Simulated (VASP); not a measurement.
Re, 2 atoms in the cell. Symmetry: P6_3/mmc, No. 194, hexagonal system. The conventional cell has a = 2.750 Å, b = 2.750 Å, c = 4.431 Å, α = 90.00°, β = 90.00°, γ = 120.00°. Re (site symmetry -6m2) has 12 Re at 2.73 to 2.75 Å within 3.6 Å. 

```yaml
Program: VASP 6.6.1
Task: relaxation of cell and atoms
Functional: LDA
Potentials_or_basis: VASP PAW LDA potentials, release 64 (Re)
Cutoff: 600 eV
k_mesh: 16 × 16 × 9
Occupations: fermi-dirac, width 0.1 eV
Spin: no spin polarisation
Target_pressure: -4.8 GPa
Dipole_correction: no
Further_INCAR_settings: ALGO = Normal; EDIFF = 1e-07; IBRION = 2; EDIFFG = -0.005; NSW = 32; ISIF = 3
```

Potentials or basis: VASP PAW LDA potentials, release 64 (Re).

Launch:

```bash
$ cat potpaw_LDA.64/Re/POTCAR > POTCAR
$ mpirun -np 1 vasp_std > vasp.out
```

Hardware: 1 thread of Oxide Virtual Turin-like Processor (shared host).

**Question.** Estimate the wall time of this run.

**Answer.** Run time: 3.3 min on 1 thread of Oxide Virtual Turin-like Processor (shared host), peak memory 0.16 GiB. Counts: scf iterations 37, k points 150, ion steps 6.
